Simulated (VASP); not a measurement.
# Si7B (Pm-3m) in VASP: single point with PBE

Aim: the single point of Si7B with PBE.

Everything below comes from runs of VASP 6.6.1. Logs are shortened: lines on timing, memory, paths and dates and some standing lists are left out, and cuts for length are marked.

## (1) The cell of the first run

It takes space group Pm-3m (No. 221, cubic). Conventional cell: a = 4.931 Å, b = 4.931 Å, c = 4.931 Å, α = 90.00°, β = 90.00°, γ = 90.00°. Si (site symmetry 4/mmm) has 4 Si at 2.47 Å and 2 B at 2.47 Å within 3.3 Å. Within 3.3 Å of Si (site symmetry 4/mmm) lie 6 Si at 2.47 Å. Si (site symmetry m-3m) has 6 Si at 2.47 Å within 3.3 Å. Within 3.3 Å of B (site symmetry m-3m) lie 6 Si at 2.47 Å.

The cell was built from a structure type or drawn by symmetry, and may not be a known phase.

## (2) Single point, PBE

The input, INCAR:

```
PREC     = Accurate       # precision mode
ENCUT    = 500            # plane-wave cutoff, eV
EDIFF    = 1E-6           # SCF threshold, eV
ISMEAR   = 0              # smearing method
SIGMA    = 0.2            # smearing width, eV
LREAL    = F              # projectors in reciprocal space
LASPH    = T              # aspherical terms in the spheres
NELM     = 120            # most SCF steps
ALGO     = Normal         # electronic algorithm
ISIF     = 2              # what is computed and relaxed
LWAVE    = F              # write WAVECAR
LCHARG   = T              # write CHGCAR
GGA      = PE             # functional
LELF     = T              # ELF
LVHAR    = T            
NBANDS   = 26             # bands
GGA_COMPAT= F
```

The input, KPOINTS:

```
Automatic mesh
0
Gamma
  3 3 3
```

The input, POSCAR:

```
Si7B
1.0
    4.9305596359      0.0000000000      0.0000000000
    0.0000000000      4.9305596359      0.0000000000
    0.0000000000      0.0000000000      4.9305596359
Si B
7 1
Direct
    0.0000000000      0.5000000000      0.5000000000
    0.5000000000      0.0000000000      0.5000000000
    0.5000000000      0.5000000000      0.0000000000
    0.5000000000      0.0000000000      0.0000000000
    0.0000000000      0.5000000000      0.0000000000
    0.0000000000      0.0000000000      0.5000000000
    0.0000000000      0.0000000000      0.0000000000
    0.5000000000      0.5000000000      0.5000000000
```

Potentials or basis: VASP PAW PBE potentials, release 64 (Si, B).

Started as:

```console
> cat potpaw_PBE.64/Si/POTCAR potpaw_PBE.64/B/POTCAR > POTCAR
> mpirun -np 1 vasp_std > vasp.out
```

OUTCAR:

```text
PREC = Accurate
   ENCUT = 500
   EDIFF = 1E-6
   ISMEAR = 0
   LREAL = F
   LASPH = T
   NELM = 120
   ISIF = 2
   GGA = PE

 ion  position               nearest neighbor table
   1  0.000  0.500  0.500-   5 2.47   6 2.47   8 2.47   5 2.47   6 2.47   8 2.47
   2  0.500  0.000  0.500-   4 2.47   6 2.47   8 2.47   4 2.47   8 2.47   6 2.47
   3  0.500  0.500  0.000-   4 2.47   5 2.47   8 2.47   8 2.47   4 2.47   5 2.47
   4  0.500  0.000  0.000-   2 2.47   3 2.47   7 2.47   2 2.47   3 2.47   7 2.47
   5  0.000  0.500  0.000-   1 2.47   3 2.47   7 2.47   1 2.47   7 2.47   3 2.47
   6  0.000  0.000  0.500-   1 2.47   2 2.47   7 2.47   7 2.47   1 2.47   2 2.47
   7  0.000  0.000  0.000-   4 2.47   5 2.47   6 2.47   6 2.47   5 2.47   4 2.47
   8  0.500  0.500  0.500-   1 2.47   2 2.47   3 2.47   3 2.47   2 2.47   1 2.47

  LATTYP: Found a simple cubic cell.
 ALAT       =     4.9305596359

  Lattice vectors:

 A1 = (   4.9305596359,   0.0000000000,   0.0000000000)
 A2 = (   0.0000000000,   4.9305596359,   0.0000000000)
 A3 = (   0.0000000000,   0.0000000000,   4.9305596359)

Analysis of symmetry for initial positions (statically):
=====================================================================
 Subroutine PRICEL returns:
 Original cell was already a primitive cell.

 Routine SETGRP: Setting up the symmetry group for a
 simple cubic supercell.

 Subroutine GETGRP returns: Found 48 space group operations
 (whereof 48 operations were pure point group operations)
 out of a pool of 48 trial point group operations.

The static configuration has the point symmetry O_h .

Analysis of symmetry for dynamics (positions and initial velocities):
=====================================================================
 Subroutine PRICEL returns:
 Original cell was already a primitive cell.

 Routine SETGRP: Setting up the symmetry group for a
 simple cubic supercell.

 Subroutine GETGRP returns: Found 48 space group operations
 (whereof 48 operations were pure point group operations)
 out of a pool of 48 trial point group operations.

The dynamic configuration has the point symmetry O_h .

 Subroutine INISYM returns: Found 48 space group operations
 (whereof 48 operations are pure point group operations),
 and found     1 'primitive' translations

----------------------------------------------------------------------------------------

                                     Primitive cell

  volume of cell :     119.8640

  direct lattice vectors                    reciprocal lattice vectors
     4.930559636  0.000000000  0.000000000     0.202816734  0.000000000  0.000000000
     0.000000000  4.930559636  0.000000000     0.000000000  0.202816734  0.000000000
     0.000000000  0.000000000  4.930559636     0.000000000  0.000000000  0.202816734

  length of vectors
     4.930559636  4.930559636  4.930559636     0.202816734  0.202816734  0.202816734

  position of ions in fractional coordinates (direct lattice)
     0.000000000  0.500000000  0.500000000
     0.500000000  0.000000000  0.500000000
     0.500000000  0.500000000  0.000000000
     0.500000000  0.000000000  0.000000000
     0.000000000  0.500000000  0.000000000
     0.000000000  0.000000000  0.500000000
     0.000000000  0.000000000  0.000000000
     0.500000000  0.500000000  0.500000000

  ion indices of the primitive-cell ions
   primitive index   ion index
                 1           1
                 2           2
                 3           3
                 4           4
                 5           5
                 6           6
                 7           7
                 8           8

----------------------------------------------------------------------------------------

 KPOINTS: Automatic mesh

Automatic generation of k-mesh.
 Grid dimensions read from file:
 generate k-points for:    3    3    3

 Generating k-lattice:

  Cartesian coordinates                     Fractional coordinates (reciprocal lattice)
     0.067605578  0.000000000  0.000000000     0.333333333  0.000000000  0.000000000
     0.000000000  0.067605578  0.000000000     0.000000000  0.333333333  0.000000000
     0.000000000  0.000000000  0.067605578     0.000000000  0.000000000  0.333333333

  Length of vectors
     0.067605578  0.067605578  0.067605578

  Shift w.r.t. Gamma in fractional coordinates (k-lattice)
     0.000000000  0.000000000  0.000000000

 Subroutine IBZKPT returns following result:
 ===========================================

 Found      4 irreducible k-points:

 Following reciprocal coordinates:
            Coordinates               Weight
  0.000000  0.000000  0.000000      1.000000
  0.333333  0.000000  0.000000      6.000000
  0.333333  0.333333  0.000000     12.000000
  0.333333  0.333333  0.333333      8.000000
   k-points           NKPTS =      4   k-points in BZ     NKDIM =      4   number of bands    NBANDS=     26
   number of dos      NEDOS =    301   number of ions     NIONS =      8
   total plane-waves  NPLWV =  46656
   dimension x,y,z NGX =    36 NGY =   36 NGZ =   36
   dimension x,y,z NGXF=    72 NGYF=   72 NGZF=   72
   ions per type =               7   1
   NGX,Y,Z   is equivalent  to a cutoff of  12.14, 12.14, 12.14 a.u.
   NGXF,Y,Z  is equivalent  to a cutoff of  24.28, 24.28, 24.28 a.u.
 SYSTEM =  unknown system
   PREC   = accura    normal or accurate (medium, high low for compatibility)
   ISTART =      0    job   : 0-new  1-cont  2-samecut
   ICHARG =      2    charge: 1-file 2-atom 10-const
   ISPIN  =      1    spin polarized calculation?
   LNONCOLLINEAR =      F non collinear calculations
   LSORBIT =      F    spin-orbit coupling
   LASPH  =      T    aspherical Exc in radial PAW
   ENCUT  =  500.0 eV  36.75 Ry    6.06 a.u.   8.99  8.99  8.99*2*pi/ulx,y,z
   NELM   =    120;   NELMIN=  2; NELMDL= -5     # of ELM steps
   EDIFF  = 0.1E-05   stopping-criterion for ELM
   LREAL  =      F    real-space projection
   EDIFFG = 0.1E-04   stopping-criterion for IOM
   NSW    =      0    number of steps for IOM
   IBRION =     -1    ionic relax: 0-MD 1-quasi-New 2-CG
   NFREE  =      0    steps in history (QN), initial steepest desc. (CG)
   ISIF   =      2    stress and relaxation
   ISYM   =      2    0-nonsym 1-usesym 2-fastsym
   POTIM  = 0.5000    time-step for ionic-motion
   TEBEG  =    0.0;   TEEND  =   0.0 temperature during run
   PSTRESS=    0.0 pullay stress
   NELECT =      31.0000    total number of electrons
   NUPDOWN=      -1.0000    fix difference up-down
   EMIN   =  10.00;   EMAX   =-10.00  energy-range for DOS
   EFERMI =   0.00;   METHOD = LEGACY
   ISMEAR =     0;   SIGMA  =   0.20  broadening in eV -4-tet -1-fermi 0-gaus
   EFERMI_NEDOS =   21; number of points for ismear=-14 and -15
   IALGO  =     38    algorithm
   IMIX   =      4    mixing-type and parameters
     AMIX     =   0.40;   BMIX     =  1.00
     AMIX_MAG =   1.60;   BMIX_MAG =  1.00
  volume/ion in A,a.u.               =      14.98       101.11
  Fermi-wavevector in a.u.,A,eV,Ry     =   1.043036  1.971052 14.802098  1.087924
  Thomas-Fermi vector in A             =   2.177727
   LORBIT       =      0    0 simple, 1 ext, 2 COOP (PROOUT), +10 PAW based schemes
   GGA     = PE    functional components
   LHFCALC =     F    Hartree Fock is set to
   AEXX    =    0.0000 exact exchange contribution
   IVDW    =     0    specifies the selected vdW correction
   LEPSILON=     F    determine dielectric tensor
   LRPA    =     F    only Hartree local field effects (RPA)
 non-spin polarized calculation
 Gauss-broadening in eV      SIGMA  =   0.20
  energy-cutoff  :      500.00
  volume of cell :      119.86
 maximum number of plane-waves:      3058
 NGX is ok and might be reduce to    36
   NGX = 17   NGY = 17   NGZ = 17

 number of electron      30.9999996 magnetization

 Free energy of the ion-electron system (eV)
  ---------------------------------------------------
  ext. energy  EPLUGINS =         0.00000000
  ---------------------------------------------------
  free energy    TOTEN  =       -40.60246581 eV

  energy without entropy =      -40.52512997  energy(sigma->0) =      -40.56379789

 E-fermi :   8.4571     XC(G=0): -10.7414

 val. band max:        8.4236635160   @ k =   0.3333   0.3333   0.0000
 cond. band min:       8.6658176731   @ k =   0.3333   0.3333   0.3333
 fundamental gap:      0.2421541571
 Fermi energy:         8.4571114478

 k-point     1 :       0.0000    0.0000    0.0000
  band No.  band energies     occupation
      1      -5.2124      2.00000
      2      -0.4353      2.00000
      3      -0.4353      2.00000
      4       0.1871      2.00000
      5       1.5659      2.00000
      6       1.5659      2.00000
[... 18 lines left out ...]
     25      13.9839      0.00000
     26      13.9839      0.00000

 k-point     2 :       0.3333    0.0000    0.0000
  band No.  band energies     occupation
      1      -4.5848      2.00000
      2      -2.6311      2.00000
      3       0.2087      2.00000
      4       0.5909      2.00000
      5       2.1412      2.00000
      6       2.1412      2.00000
[... 18 lines left out ...]
     25      14.2306      0.00000
     26      14.3691      0.00000

 k-point     3 :       0.3333    0.3333    0.0000
  band No.  band energies     occupation
      1      -3.9558      2.00000
      2      -2.1409      2.00000
      3      -1.8751      2.00000
      4      -0.0659      2.00000
      5       1.0348      2.00000
      6       2.7168      2.00000
[... 18 lines left out ...]
     25      13.3670      0.00000
     26      13.7792      0.00000

 k-point     4 :       0.3333    0.3333    0.3333
  band No.  band energies     occupation
      1      -3.3265      2.00000
      2      -1.5075      2.00000
      3      -1.5075      2.00000
      4      -1.1428      2.00000
      5       0.4138      2.00000
      6       0.4138      2.00000
[... 18 lines left out ...]
     25      12.5202      0.00000
     26      13.6500      0.00000

------------------------ aborting loop because EDIFF is reached ----------------------------------------

  FORCE on cell =-STRESS in cart. coord.  units (eV):
  Direction    XX          YY          ZZ          XY          YZ          ZX
  --------------------------------------------------------------------------------------
  -------------------------------------------------------------------------------------
  Total       -0.3726099     -0.3726099     -0.3726099      0.0000000      0.0000000     -0.0000000
  in kB       -4.9805386     -4.9805386     -4.9805386      0.0000000      0.0000000     -0.0000000
  external PRESSURE =      -4.9805386 kB  Pullay stress =       0.0000000 kB

 VOLUME and BASIS-vectors are now :
 -----------------------------------------------------------------------------
  energy-cutoff  :      500.00
  volume of cell :      119.86
      direct lattice vectors                 reciprocal lattice vectors
     4.930559636  0.000000000  0.000000000     0.202816734  0.000000000  0.000000000
     0.000000000  4.930559636  0.000000000     0.000000000  0.202816734  0.000000000
     0.000000000  0.000000000  4.930559636     0.000000000  0.000000000  0.202816734

 POSITION                                       TOTAL-FORCE (eV/Angst)
 -----------------------------------------------------------------------------------
      0.00000      2.46528      2.46528         0.000000      0.000000      0.000000
      2.46528      0.00000      2.46528         0.000000      0.000000      0.000000
      2.46528      2.46528      0.00000         0.000000      0.000000      0.000000
      2.46528      0.00000      0.00000         0.000000      0.000000      0.000000
      0.00000      2.46528      0.00000         0.000000      0.000000      0.000000
      0.00000      0.00000      2.46528         0.000000      0.000000      0.000000
      0.00000      0.00000      0.00000         0.000000      0.000000      0.000000
      2.46528      2.46528      2.46528         0.000000      0.000000      0.000000
 -----------------------------------------------------------------------------------
    total drift:                               -0.000000     -0.000000     -0.000000

  FREE ENERGIE OF THE ION-ELECTRON SYSTEM (eV)
  ---------------------------------------------------
  free  energy   TOTEN  =       -40.6024658088 eV

  energy  without entropy=      -40.5251299656  energy(sigma->0) =      -40.56379789
```

Run time: 10 s. Hardware: 1 thread of Intel Xeon Platinum 8488C (Sapphire Rapids), shared host; peak memory 0.19 GiB.

What came out:

```yaml
Free_energy: -40.6025 eV
Pressure: -0.5 GPa
Band_gap_on_the_k_mesh: zero (an odd number of electrons rules out a gap without spin polarisation)
```

Caveat: the k points lie up to 0.42 Å⁻¹ apart, too coarse for converged energies and pressures of a metal.
